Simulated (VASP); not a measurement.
# Sr3Ca (Pm-3m) in VASP: relaxation of volume and atoms at fixed shape with LDA

Aim: the relaxation of volume and atoms at fixed shape of Sr3Ca with LDA.

All numbers are computed with VASP 6.6.1; they aren't measurements. Logs are shortened: lines on timing, memory, paths and dates and some standing lists are left out, and cuts for length are marked.

### 1 The cell of the first run

Symmetry: Pm-3m, No. 221, cubic system. Conventional cell: a = 5.989 Å, b = 5.989 Å, c = 5.989 Å, α = 90.00°, β = 90.00°, γ = 90.00°. Within 5.6 Å of Sr (site symmetry 4/mmm) lie 8 Sr at 4.23 Å and 4 Ca at 4.23 Å. Within 5.6 Å of Ca (site symmetry m-3m) lie 12 Sr at 4.23 Å.

### 2 Relaxation of volume and atoms at fixed shape, LDA

INCAR reads:

```
SYSTEM = Sr3Ca
PREC     = Accurate       ! precision mode
ENCUT    = 600            ! plane-wave cutoff, eV
EDIFF    = 1E-6           ! SCF threshold, eV
ISMEAR   = 0              ! smearing method
SIGMA    = 0.1            ! smearing width, eV
LREAL    = .FALSE.        ! projectors in reciprocal space
LASPH    = .TRUE.         ! aspherical terms in the spheres
NELM     = 100            ! most SCF steps
ALGO     = Normal         ! electronic algorithm
ISIF     = 8              ! what is computed and relaxed
LWAVE    = .FALSE.        ! write WAVECAR
LCHARG   = .FALSE.        ! write CHGCAR
GGA      = CA             ! functional
IBRION   = 2              ! ionic algorithm
NSW      = 80             ! ionic steps
EDIFFG   = -0.01          ! ionic threshold
```

KPOINTS reads:

```
regular mesh
0
G
  4 4 4
  0 0 0
```

POSCAR reads:

```
Sr3Ca
1.0
    5.9887520000      0.0000000000      0.0000000000
    0.0000000000      5.9887520000      0.0000000000
    0.0000000000      0.0000000000      5.9887520000
Sr Ca
3 1
Direct
    0.0000000000      0.5000000000      0.5000000000
    0.5000000000      0.0000000000      0.5000000000
    0.5000000000      0.5000000000      0.0000000000
    0.0000000000      0.0000000000      0.0000000000
```

Potentials or basis: VASP PAW LDA potentials, release 64 (Sr_sv, Ca_sv).

Started as:

```bash
> cat potpaw_LDA.64/Sr_sv/POTCAR potpaw_LDA.64/Ca_sv/POTCAR > POTCAR
> mpirun -np 1 vasp_std > vasp.out
```

OUTCAR:

```text
SYSTEM = Sr3Ca
   PREC = Accurate
   ENCUT = 600
   EDIFF = 1E-6
   ISMEAR = 0
   LREAL = .FALSE.
   LASPH = .TRUE.
   NELM = 100
   ISIF = 8
   GGA = CA
   IBRION = 2
   NSW = 80
   EDIFFG = -0.01

 ion  position               nearest neighbor table
   1  0.000  0.500  0.500-   2 4.23   3 4.23   3 4.23   2 4.23   2 4.23   3 4.23   3 4.23   2 4.23

   2  0.500  0.000  0.500-   1 4.23   3 4.23   3 4.23   1 4.23   3 4.23   3 4.23   1 4.23   1 4.23

   3  0.500  0.500  0.000-   1 4.23   2 4.23   1 4.23   2 4.23   2 4.23   2 4.23   1 4.23   1 4.23

   4  0.000  0.000  0.000-

  LATTYP: Found a simple cubic cell.
 ALAT       =     5.9887520000

  Lattice vectors:

 A1 = (   5.9887520000,   0.0000000000,   0.0000000000)
 A2 = (   0.0000000000,   5.9887520000,   0.0000000000)
 A3 = (   0.0000000000,   0.0000000000,   5.9887520000)

Analysis of symmetry for initial positions (statically):
=====================================================================
 Subroutine PRICEL returns:
 Original cell was already a primitive cell.

 Routine SETGRP: Setting up the symmetry group for a
 simple cubic supercell.

 Subroutine GETGRP returns: Found 48 space group operations
 (whereof 48 operations were pure point group operations)
 out of a pool of 48 trial point group operations.

The static configuration has the point symmetry O_h .

Analysis of symmetry for dynamics (positions and initial velocities):
=====================================================================
 Subroutine PRICEL returns:
 Original cell was already a primitive cell.

 Routine SETGRP: Setting up the symmetry group for a
 simple cubic supercell.

 Subroutine GETGRP returns: Found 48 space group operations
 (whereof 48 operations were pure point group operations)
 out of a pool of 48 trial point group operations.

The dynamic configuration has the point symmetry O_h .

 Subroutine INISYM returns: Found 48 space group operations
 (whereof 48 operations are pure point group operations),
 and found     1 'primitive' translations

----------------------------------------------------------------------------------------

                                     Primitive cell

  volume of cell :     214.7875

  direct lattice vectors                    reciprocal lattice vectors
     5.988752000  0.000000000  0.000000000     0.166979698  0.000000000  0.000000000
     0.000000000  5.988752000  0.000000000     0.000000000  0.166979698  0.000000000
     0.000000000  0.000000000  5.988752000     0.000000000  0.000000000  0.166979698

  length of vectors
     5.988752000  5.988752000  5.988752000     0.166979698  0.166979698  0.166979698

  position of ions in fractional coordinates (direct lattice)
     0.000000000  0.500000000  0.500000000
     0.500000000  0.000000000  0.500000000
     0.500000000  0.500000000  0.000000000
     0.000000000  0.000000000  0.000000000

  ion indices of the primitive-cell ions
   primitive index   ion index
                 1           1
                 2           2
                 3           3
                 4           4

----------------------------------------------------------------------------------------

 KPOINTS: regular mesh

Automatic generation of k-mesh.
 Grid dimensions read from file:
 generate k-points for:    4    4    4

 Generating k-lattice:

  Cartesian coordinates                     Fractional coordinates (reciprocal lattice)
     0.041744924  0.000000000  0.000000000     0.250000000  0.000000000  0.000000000
     0.000000000  0.041744924  0.000000000     0.000000000  0.250000000  0.000000000
     0.000000000  0.000000000  0.041744924     0.000000000  0.000000000  0.250000000

  Length of vectors
     0.041744924  0.041744924  0.041744924

  Shift w.r.t. Gamma in fractional coordinates (k-lattice)
     0.000000000  0.000000000  0.000000000

 Subroutine IBZKPT returns following result:
 ===========================================

 Found     10 irreducible k-points:

 Following reciprocal coordinates:
            Coordinates               Weight
  0.000000  0.000000  0.000000      1.000000
  0.250000  0.000000  0.000000      6.000000
  0.500000  0.000000  0.000000      3.000000
  0.250000  0.250000  0.000000     12.000000
  0.500000  0.250000  0.000000     12.000000
  0.500000  0.500000  0.000000      3.000000
  0.250000  0.250000  0.250000      8.000000
  0.500000  0.250000  0.250000     12.000000
  0.500000  0.500000  0.250000      6.000000
  0.500000  0.500000  0.500000      1.000000
   k-points           NKPTS =     10   k-points in BZ     NKDIM =     10   number of bands    NBANDS=     24
   number of dos      NEDOS =    301   number of ions     NIONS =      4
   total plane-waves  NPLWV = 110592
   dimension x,y,z NGX =    48 NGY =   48 NGZ =   48
   dimension x,y,z NGXF=    96 NGYF=   96 NGZF=   96
   ions per type =               3   1
   NGX,Y,Z   is equivalent  to a cutoff of  13.32, 13.32, 13.32 a.u.
   NGXF,Y,Z  is equivalent  to a cutoff of  26.65, 26.65, 26.65 a.u.
 SYSTEM =  Sr3Ca
   PREC   = accura    normal or accurate (medium, high low for compatibility)
   ISTART =      0    job   : 0-new  1-cont  2-samecut
   ICHARG =      2    charge: 1-file 2-atom 10-const
   ISPIN  =      1    spin polarized calculation?
   LNONCOLLINEAR =      F non collinear calculations
   LSORBIT =      F    spin-orbit coupling
   LASPH  =      T    aspherical Exc in radial PAW
   ENCUT  =  600.0 eV  44.10 Ry    6.64 a.u.  11.96 11.96 11.96*2*pi/ulx,y,z
   NELM   =    100;   NELMIN=  2; NELMDL= -5     # of ELM steps
   EDIFF  = 0.1E-05   stopping-criterion for ELM
   LREAL  =      F    real-space projection
   EDIFFG = -.1E-01   stopping-criterion for IOM
   NSW    =     80    number of steps for IOM
   IBRION =      2    ionic relax: 0-MD 1-quasi-New 2-CG
   NFREE  =      1    steps in history (QN), initial steepest desc. (CG)
   ISIF   =      8    stress and relaxation
   ISYM   =      2    0-nonsym 1-usesym 2-fastsym
   POTIM  = 0.5000    time-step for ionic-motion
   TEBEG  =    0.0;   TEEND  =   0.0 temperature during run
   PSTRESS=    0.0 pullay stress
   NELECT =      40.0000    total number of electrons
   NUPDOWN=      -1.0000    fix difference up-down
   EMIN   =  10.00;   EMAX   =-10.00  energy-range for DOS
   EFERMI =   0.00;   METHOD = LEGACY
   ISMEAR =     0;   SIGMA  =   0.10  broadening in eV -4-tet -1-fermi 0-gaus
   EFERMI_NEDOS =   21; number of points for ismear=-14 and -15
   IALGO  =     38    algorithm
   IMIX   =      4    mixing-type and parameters
     AMIX     =   0.40;   BMIX     =  1.00
     AMIX_MAG =   1.60;   BMIX_MAG =  1.00
  volume/ion in A,a.u.               =      53.70       362.36
  Fermi-wavevector in a.u.,A,eV,Ry     =   0.934886  1.766678 11.891644  0.874011
  Thomas-Fermi vector in A             =   2.061736
   LORBIT       =      0    0 simple, 1 ext, 2 COOP (PROOUT), +10 PAW based schemes
   GGA     = CA    functional components
   LHFCALC =     F    Hartree Fock is set to
   AEXX    =    0.0000 exact exchange contribution
   IVDW    =     0    specifies the selected vdW correction
   LEPSILON=     F    determine dielectric tensor
   LRPA    =     F    only Hartree local field effects (RPA)
 conjugate gradient relaxation of ions
 non-spin polarized calculation
 Gauss-broadening in eV      SIGMA  =   0.10
  energy-cutoff  :      600.00
  volume of cell :      214.79
 maximum number of plane-waves:      7208
 NGX is ok and might be reduce to    48
   NGX = 23   NGY = 23   NGZ = 23

--------------------------------------- Ionic step        1  -------------------------------------------

 number of electron      39.9999999 magnetization

 Free energy of the ion-electron system (eV)
  ---------------------------------------------------
  ext. energy  EPLUGINS =         0.00000000
  ---------------------------------------------------
  free energy    TOTEN  =        -7.69403943 eV

  energy without entropy =       -7.66113856  energy(sigma->0) =       -7.67758900

------------------------ aborting loop because EDIFF is reached ----------------------------------------

  FORCE on cell =-STRESS in cart. coord.  units (eV):
  Direction    XX          YY          ZZ          XY          YZ          ZX
  --------------------------------------------------------------------------------------
  -------------------------------------------------------------------------------------
  Total       -2.3999911     -2.3999911     -2.3999911     -0.0000000     -0.0000000      0.0000000
  in kB      -17.9023988    -17.9023988    -17.9023988     -0.0000000     -0.0000000      0.0000000
  external PRESSURE =     -17.9023988 kB  Pullay stress =       0.0000000 kB

 VOLUME and BASIS-vectors are now :
 -----------------------------------------------------------------------------
  energy-cutoff  :      600.00
  volume of cell :      214.79
      direct lattice vectors                 reciprocal lattice vectors
     5.988752000  0.000000000  0.000000000     0.166979698  0.000000000  0.000000000
     0.000000000  5.988752000  0.000000000     0.000000000  0.166979698  0.000000000
     0.000000000  0.000000000  5.988752000     0.000000000  0.000000000  0.166979698
[... 77 lines left out ...]
 POSITION                                       TOTAL-FORCE (eV/Angst)
 -----------------------------------------------------------------------------------
      0.00000      2.84675      2.84675         0.000000      0.000000      0.000000
      2.84675      0.00000      2.84675         0.000000      0.000000      0.000000
      2.84675      2.84675      0.00000         0.000000      0.000000      0.000000
      0.00000      0.00000      0.00000         0.000000      0.000000      0.000000
 -----------------------------------------------------------------------------------
    total drift:                                0.000000     -0.000000     -0.000000

  FREE ENERGIE OF THE ION-ELECTRON SYSTEM (eV)
  ---------------------------------------------------
  free  energy   TOTEN  =        -7.8921913904 eV

  energy  without entropy=       -7.8782397566  energy(sigma->0) =       -7.88521557

--------------------------------------- Ionic step        4  -------------------------------------------

 number of electron      39.9999998 magnetization

 Free energy of the ion-electron system (eV)
  ---------------------------------------------------
  ext. energy  EPLUGINS =         0.00000000
  ---------------------------------------------------
  free energy    TOTEN  =        -7.89248210 eV

  energy without entropy =       -7.87895563  energy(sigma->0) =       -7.88571886

 E-fermi :   1.9473     XC(G=0):  -8.0381

 val. band max:        1.8328289421   @ k =   0.5000   0.0000   0.0000
 cond. band min:       2.0227103292   @ k =   0.5000   0.2500   0.2500
 fundamental gap:      0.1898813870
 Fermi energy:         1.9473192838

 k-point     1 :       0.0000    0.0000    0.0000
  band No.  band energies     occupation
      1     -39.7351      2.00000
      2     -34.1868      2.00000
      3     -34.1535      2.00000
      4     -34.1535      2.00000
      5     -21.0233      2.00000
      6     -21.0233      2.00000
[... 16 lines left out ...]
     23       2.1648      0.00210
     24       3.2840      0.00000
[... 263 lines left out ...]
 POSITION                                       TOTAL-FORCE (eV/Angst)
 -----------------------------------------------------------------------------------
      0.00000      2.84057      2.84057         0.000000      0.000000      0.000000
      2.84057      0.00000      2.84057         0.000000      0.000000      0.000000
      2.84057      2.84057      0.00000         0.000000      0.000000      0.000000
      0.00000      0.00000      0.00000         0.000000      0.000000      0.000000
 -----------------------------------------------------------------------------------
    total drift:                                0.000000     -0.000000     -0.000000

  FREE ENERGIE OF THE ION-ELECTRON SYSTEM (eV)
  ---------------------------------------------------
  free  energy   TOTEN  =        -7.8924820993 eV

  energy  without entropy=       -7.8789556293  energy(sigma->0) =       -7.88571886

 reached required accuracy - stopping structural energy minimisation
```

It took 88 s on 1 thread of Intel Xeon Platinum 8488C (Sapphire Rapids), shared host; peak memory 0.3 GiB.

Results:

```
Free energy                           : -7.8925 eV
Relaxed volume                        : 45.84 Å³/atom
Relaxed cell                          : a = 5.681 Å, b = 5.681 Å, c = 5.681 Å, α = 90.00°, β = 90.00°, γ = 90.00°
Space group after relaxing (to 0.1 Å) : Pm-3m (No. 221)
Energy gained by relaxing             : 49.6 meV/atom
Ionic steps                           : 4
Pressure after relaxing               : 0.0 GPa
Band gap on the k mesh                : zero (bands 20 and 21 overlap by 0.04 eV)
```

Step by step:
```
step  energy change (eV)  largest force (eV/Å)  pressure (GPa)  volume (Å³)
   1              0.0000                0.0000           -1.79       214.79
   2             -0.1576                0.0000           -0.94       196.67
   3             -0.1982                0.0000           -0.09       184.56
   4             -0.1984                0.0000            0.01       183.36
```

Final structure:
```
Sr Ca
1.0
     5.68113    0.00000    0.00000
     0.00000    5.68113    0.00000
     0.00000    0.00000    5.68113
Sr Ca
3 1
Direct
  0.00000 0.50000 0.50000
  0.50000 0.00000 0.50000
  0.50000 0.50000 0.00000
  0.00000 0.00000 0.00000
```

Levels at points of the mesh, in eV from the Fermi level:
| k point | band 16 | band 17 | band 18 | band 19 | band 20 | band 21 | band 22 | band 23 | band 24 |
| --- | --- | --- | --- | --- | --- | --- | --- | --- | --- |
| (0.00, 0.00, 0.00) | -18.11 | -3.94 | -0.95 | -0.69 | -0.69 | 0.22 | 0.22 | 0.22 | 1.34 |
| (0.50, 0.00, 0.00) | -18.14 | -2.53 | -2.53 | -0.11 | 0.12 | 0.54 | 0.54 | 0.80 | 0.80 |
| (0.50, 0.50, 0.00) | -18.12 | -1.48 | -1.42 | -1.42 | -1.20 | 0.62 | 0.94 | 0.95 | 0.95 |
| (0.50, 0.50, 0.50) | -18.12 | -1.48 | -1.14 | -1.14 | -1.14 | 0.17 | 0.17 | 0.17 | 0.46 |
